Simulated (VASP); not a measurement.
# BN in VASP: a series of runs, part 2 of 2

VASP 6.6.1. The steps go on from the part before.

## Step 3: Single point, PBE

INCAR reads:

```
ALGO     = Normal         # electronic algorithm
EDIFF    = 1E-7           # SCF threshold, eV
ENCUT    = 520            # plane-wave cutoff, eV
GGA      = PE             # functional
ISIF     = 2              # what is computed and relaxed
ISMEAR   = 0              # smearing method
LASPH    = True           # aspherical terms in the spheres
LCHARG   = True           # write CHGCAR
LELF     = True           # ELF
LREAL    = False          # projectors in reciprocal space
LVHAR    = True         
LWAVE    = False          # write WAVECAR
NBANDS   = 16             # bands
NELM     = 100            # most SCF steps
PREC     = Accurate       # precision mode
SIGMA    = 0.01           # smearing width, eV
```

KPOINTS reads:

```
k-points
0
Gamma
  8 8 3
```

POSCAR reads:

```
BN
1.0
    2.4982400000      0.0000000000      0.0000000000
   -1.2491200000      2.1635390000      0.0000000000
    0.0000000000      0.0000000000      6.6357000000
B N
2 2
Direct
    0.3333333333      0.6666666667      0.2500000000
    0.6666666667      0.3333333333      0.7500000000
    0.3333333333      0.6666666667      0.7500000000
    0.6551115248      0.3102230497      0.2500000000
```

Potentials or basis: VASP PAW PBE potentials, release 64 (B, N).

On the command line:

```console
$ cat potpaw_PBE.64/B/POTCAR potpaw_PBE.64/N/POTCAR > POTCAR
$ mpirun -np 1 vasp_std > vasp.out
```

OUTCAR:

```text
EDIFF = 1E-7
   ENCUT = 520
   GGA = PE
   ISIF = 2
   ISMEAR = 0
   LASPH = True
   LREAL = False
   NELM = 100
   PREC = Accurate

 ion  position               nearest neighbor table
   1  0.333  0.667  0.250-   4 1.39   4 1.47   4 1.47
   2  0.667  0.333  0.750-   3 1.44   3 1.44   3 1.44
   3  0.333  0.667  0.750-   2 1.44   2 1.44   2 1.44
   4  0.655  0.310  0.250-   1 1.39   1 1.47   1 1.47

  LATTYP: Found a hexagonal cell.
 ALAT       =     2.4982400000
 C/A-ratio  =     2.6561499296

  Lattice vectors:

 A1 = (   2.4982400000,   0.0000000000,   0.0000000000)
 A2 = (  -1.2491200000,   2.1635390000,   0.0000000000)
 A3 = (   0.0000000000,   0.0000000000,   6.6357000000)

Analysis of symmetry for initial positions (statically):
=====================================================================
 Subroutine PRICEL returns:
 Original cell was already a primitive cell.

 Routine SETGRP: Setting up the symmetry group for a
 hexagonal supercell.

 Subroutine GETGRP returns: Found  4 space group operations
 (whereof  2 operations were pure point group operations)
 out of a pool of 24 trial point group operations.

The static configuration has the point symmetry C_1h.
 The point group associated with its full space group is C_2v.

Analysis of symmetry for dynamics (positions and initial velocities):
=====================================================================
 Subroutine PRICEL returns:
 Original cell was already a primitive cell.

 Routine SETGRP: Setting up the symmetry group for a
 hexagonal supercell.

 Subroutine GETGRP returns: Found  4 space group operations
 (whereof  2 operations were pure point group operations)
[... 123 lines left out ...]
   EFERMI_NEDOS =   21; number of points for ismear=-14 and -15
   IALGO  =     38    algorithm
   IMIX   =      4    mixing-type and parameters
     AMIX     =   0.40;   BMIX     =  1.00
     AMIX_MAG =   1.60;   BMIX_MAG =  1.00
  volume/ion in A,a.u.               =       8.97        60.51
  Fermi-wavevector in a.u.,A,eV,Ry     =   1.250891  2.363842 21.289435  1.564729
  Thomas-Fermi vector in A             =   2.384864
   LORBIT       =      0    0 simple, 1 ext, 2 COOP (PROOUT), +10 PAW based schemes
   GGA     = PE    functional components
   LHFCALC =     F    Hartree Fock is set to
   AEXX    =    0.0000 exact exchange contribution
   IVDW    =     0    specifies the selected vdW correction
   LEPSILON=     F    determine dielectric tensor
   LRPA    =     F    only Hartree local field effects (RPA)
 non-spin polarized calculation
 Gauss-broadening in eV      SIGMA  =   0.01
  energy-cutoff  :      520.00
  volume of cell :       35.87
 maximum number of plane-waves:       985
 NGX is ok and might be reduce to    20
   NGX =  9   NGY =  9   NGZ = 25

 number of electron      15.9999997 magnetization

 Free energy of the ion-electron system (eV)
  ---------------------------------------------------
  ext. energy  EPLUGINS =         0.00000000
  ---------------------------------------------------
  free energy    TOTEN  =       -35.09122301 eV

  energy without entropy =      -35.09122301  energy(sigma->0) =      -35.09122301

 E-fermi :   2.4559     XC(G=0): -10.0878

 val. band max:        2.3226776692   @ k =   0.3750   0.2500   0.0000
 cond. band min:       6.5099819757   @ k =   0.0000   0.5000   0.0000
 fundamental gap:      4.1873043065
 Fermi energy:         2.4559331620

 k-point     1 :       0.0000    0.0000    0.0000
  band No.  band energies     occupation
      1     -15.5336      2.00000
      2     -15.2384      2.00000
      3      -3.9453      2.00000
      4      -1.8185      2.00000
      5       0.4325      2.00000
      6       1.0012      2.00000
[... 433 lines left out ...]
      3      -3.0821      2.00000
      4      -2.0642      2.00000
      5      -0.6354      2.00000
      6      -0.1851      2.00000
[... 8 lines left out ...]
     15      15.2741      0.00000
     16      15.2742      0.00000

 [... further k-points ...]

------------------------ aborting loop because EDIFF is reached ----------------------------------------

  FORCE on cell =-STRESS in cart. coord.  units (eV):
  Direction    XX          YY          ZZ          XY          YZ          ZX
  --------------------------------------------------------------------------------------
  -------------------------------------------------------------------------------------
  Total        0.8621754      2.2975534      0.6366504      0.0000000      0.0000000      0.0000000
  in kB       38.5141752    102.6338353     28.4397629      0.0000000      0.0000000      0.0000000
  external PRESSURE =      56.5292578 kB  Pullay stress =       0.0000000 kB

 VOLUME and BASIS-vectors are now :
 -----------------------------------------------------------------------------
  energy-cutoff  :      520.00
  volume of cell :       35.87
      direct lattice vectors                 reciprocal lattice vectors
     2.498240000  0.000000000  0.000000000     0.400281798  0.231102837  0.000000000
    -1.249120000  2.163539000  0.000000000     0.000000000  0.462205673  0.000000000
     0.000000000  0.000000000  6.635700000     0.000000000  0.000000000  0.150700002

 POSITION                                       TOTAL-FORCE (eV/Angst)
 -----------------------------------------------------------------------------------
     -0.00000      1.44236      1.65892         0.000000     -2.274515      0.000000
      1.24912      0.72118      4.97677         0.000000     -0.000834      0.000000
     -0.00000      1.44236      4.97677         0.000000     -0.003744      0.000000
      1.24912      0.67118      1.65892        -0.000000      2.279094      0.000000
 -----------------------------------------------------------------------------------
    total drift:                                0.000002     -0.000018      0.000000

  FREE ENERGIE OF THE ION-ELECTRON SYSTEM (eV)
  ---------------------------------------------------
  free  energy   TOTEN  =       -35.0912230075 eV

  energy  without entropy=      -35.0912230075  energy(sigma->0) =      -35.09122301
```

OSZICAR:

```text
N       E                     dE             d eps       ncg     rms          rms(c)
DAV:   1     0.500110325566E+02    0.50011E+02   -0.78911E+03  1352   0.922E+02
DAV:   2    -0.354099687869E+02   -0.85421E+02   -0.78314E+02  1904   0.222E+02
DAV:   3    -0.386969362280E+02   -0.32870E+01   -0.32755E+01  1792   0.431E+01
DAV:   4    -0.387174561092E+02   -0.20520E-01   -0.20517E-01  1680   0.382E+00
DAV:   5    -0.387176473050E+02   -0.19120E-03   -0.19119E-03  1736   0.347E-01    0.114E+01
DAV:   6    -0.354574226854E+02    0.32602E+01   -0.52213E+00  1712   0.176E+01    0.510E+00
DAV:   7    -0.351698993296E+02    0.28752E+00   -0.59259E-01  1840   0.561E+00    0.318E+00
DAV:   8    -0.350948298211E+02    0.75070E-01   -0.23233E-01  1728   0.327E+00    0.471E-01
DAV:   9    -0.350901828521E+02    0.46470E-02   -0.15547E-02  1600   0.102E+00    0.199E-01
DAV:  10    -0.350911070817E+02   -0.92423E-03   -0.13872E-03  1584   0.282E-01    0.376E-02
DAV:  11    -0.350911998636E+02   -0.92782E-04   -0.91318E-05  1648   0.771E-02    0.235E-02
DAV:  12    -0.350912222510E+02   -0.22387E-04   -0.32126E-05  1456   0.392E-02    0.282E-03
DAV:  13    -0.350912228943E+02   -0.64331E-06   -0.82751E-07  1848   0.817E-03    0.110E-03
DAV:  14    -0.350912229944E+02   -0.10003E-06   -0.13251E-07  1352   0.261E-03    0.408E-04
DAV:  15    -0.350912230075E+02   -0.13146E-07   -0.79566E-09  1208   0.745E-04
   1 F= -.35091223E+02 E0= -.35091223E+02  d E =-.896186E-81
```

Wall time 43 s (1 thread of AMD EPYC 7R13, shared host); peak memory 0.12 GiB.

What came out:

```
Free energy            : -35.0912 eV
Pressure               : 5.7 GPa
Largest force          : 2.279 eV/Å
Band gap on the k mesh : 4.19 eV, indirect (least direct gap 4.60 eV)
```

Forces on the atoms (eV/Å):
```
B    0.000 -2.275  0.000
B    0.000 -0.001  0.000
N    0.000 -0.004  0.000
N    0.000  2.279  0.000
```

Caveat: this functional lacks dispersion, which binds the layers, so the pressure and a relaxed spacing across them are unreliable; forces of over 1 eV/Å act on the atoms, so gaps and moduli don't describe the material at rest.

## Step 4: Single point, PBE

INCAR reads:

```
ALGO = Normal
EDIFF = 1E-7
ENCUT = 520
GGA = PE
ISIF = 2
ISMEAR = 0
LASPH = T
LCHARG = F
LREAL = F
LWAVE = F
NBANDS = 16
NELM = 100
PREC = Accurate
SIGMA = 0.01
```

KPOINTS is that of step 3.

Edit POSCAR of step 3 so:

```diff
@@ -11,2 +11,2 @@
     0.3333333333      0.6666666667      0.7500000000
-    0.6551115248      0.3102230497      0.2500000000
+    0.6897769503      0.3795539007      0.2500000000
```

Potentials or basis: VASP PAW PBE potentials, release 64 (B, N).

On the command line:

```console
$ cat potpaw_PBE.64/B/POTCAR potpaw_PBE.64/N/POTCAR > POTCAR
$ mpirun -np 1 vasp_std > vasp.out
```

OUTCAR:

```text
EDIFF = 1E-7
   ENCUT = 520
   GGA = PE
   ISIF = 2
   ISMEAR = 0
   LASPH = T
   LREAL = F
   NELM = 100
   PREC = Accurate

 ion  position               nearest neighbor table
   1  0.333  0.667  0.250-   4 1.40   4 1.40   4 1.54
   2  0.667  0.333  0.750-   3 1.44   3 1.44   3 1.44
   3  0.333  0.667  0.750-   2 1.44   2 1.44   2 1.44
   4  0.690  0.380  0.250-   1 1.40   1 1.40   1 1.54

[... 657 lines left out ...]

  FORCE on cell =-STRESS in cart. coord.  units (eV):
  Direction    XX          YY          ZZ          XY          YZ          ZX
  --------------------------------------------------------------------------------------
  -------------------------------------------------------------------------------------
  Total        3.1941043      0.7704196      0.6354526      0.0000000      0.0000000      0.0000000
  in kB      142.6835945     34.4153576     28.3862559      0.0000000      0.0000000      0.0000000
  external PRESSURE =      68.4950693 kB  Pullay stress =       0.0000000 kB

 VOLUME and BASIS-vectors are now :
 -----------------------------------------------------------------------------
  energy-cutoff  :      520.00
  volume of cell :       35.87
      direct lattice vectors                 reciprocal lattice vectors
     2.498240000  0.000000000  0.000000000     0.400281798  0.231102837  0.000000000
    -1.249120000  2.163539000  0.000000000     0.000000000  0.462205673  0.000000000
     0.000000000  0.000000000  6.635700000     0.000000000  0.000000000  0.150700002

 POSITION                                       TOTAL-FORCE (eV/Angst)
 -----------------------------------------------------------------------------------
     -0.00000      1.44236      1.65892        -0.000000      3.569171      0.000000
      1.24912      0.72118      4.97677         0.000000      0.002436      0.000000
     -0.00000      1.44236      4.97677         0.000000      0.002739      0.000000
      1.24912      0.82118      1.65892        -0.000000     -3.574346      0.000000
 -----------------------------------------------------------------------------------
    total drift:                                0.000001     -0.000034     -0.000000

  FREE ENERGIE OF THE ION-ELECTRON SYSTEM (eV)
  ---------------------------------------------------
  free  energy   TOTEN  =       -34.9573487112 eV

  energy  without entropy=      -34.9573487112  energy(sigma->0) =      -34.95734871
```

OSZICAR:

```text
N       E                     dE             d eps       ncg     rms          rms(c)
DAV:   1     0.499622187470E+02    0.49962E+02   -0.78920E+03  1352   0.922E+02
DAV:   2    -0.353181549960E+02   -0.85280E+02   -0.78162E+02  1848   0.222E+02
DAV:   3    -0.386099473612E+02   -0.32918E+01   -0.32782E+01  1744   0.435E+01
DAV:   4    -0.386304589567E+02   -0.20512E-01   -0.20509E-01  1704   0.382E+00
DAV:   5    -0.386306460759E+02   -0.18712E-03   -0.18712E-03  1696   0.347E-01    0.114E+01
DAV:   6    -0.353252598135E+02    0.33054E+01   -0.52927E+00  1712   0.177E+01    0.513E+00
DAV:   7    -0.350365517573E+02    0.28871E+00   -0.62462E-01  1816   0.570E+00    0.320E+00
DAV:   8    -0.349612204085E+02    0.75331E-01   -0.23417E-01  1720   0.330E+00    0.483E-01
DAV:   9    -0.349563155600E+02    0.49048E-02   -0.16365E-02  1584   0.106E+00    0.203E-01
DAV:  10    -0.349572195163E+02   -0.90396E-03   -0.13407E-03  1584   0.283E-01    0.389E-02
DAV:  11    -0.349573247284E+02   -0.10521E-03   -0.96442E-05  1680   0.788E-02    0.250E-02
DAV:  12    -0.349573481208E+02   -0.23392E-04   -0.34553E-05  1424   0.406E-02    0.307E-03
DAV:  13    -0.349573485864E+02   -0.46562E-06   -0.91673E-07  1856   0.858E-03    0.922E-04
DAV:  14    -0.349573486985E+02   -0.11208E-06   -0.14559E-07  1360   0.276E-03    0.352E-04
DAV:  15    -0.349573487112E+02   -0.12728E-07   -0.80688E-09  1232   0.735E-04
   1 F= -.34957349E+02 E0= -.34957349E+02  d E =-.605856E-40
```

It took 44 s on 1 thread of AMD EPYC 7R13, shared host; peak memory 0.12 GiB.

Results:

```yaml
Free_energy: -34.9573 eV
Pressure: 6.8 GPa
Largest_force: 3.574 eV/Å
Band_gap_on_the_k_mesh: 4.19 eV, indirect (least direct gap 4.61 eV)
```

Forces in eV/Å, atoms in the order of the input:
```
B    0.000  3.569  0.000
B    0.000  0.002  0.000
N    0.000  0.003  0.000
N    0.000 -3.574  0.000
```

Stress tensor (GPa, compression positive):
```
14.27  0.00  0.00
 0.00  3.44  0.00
 0.00  0.00  2.84
```

Caveat: this functional lacks dispersion, which binds the layers, so the pressure and a relaxed spacing across them are unreliable; forces of over 1 eV/Å act on the atoms, so gaps and moduli don't describe the material at rest.
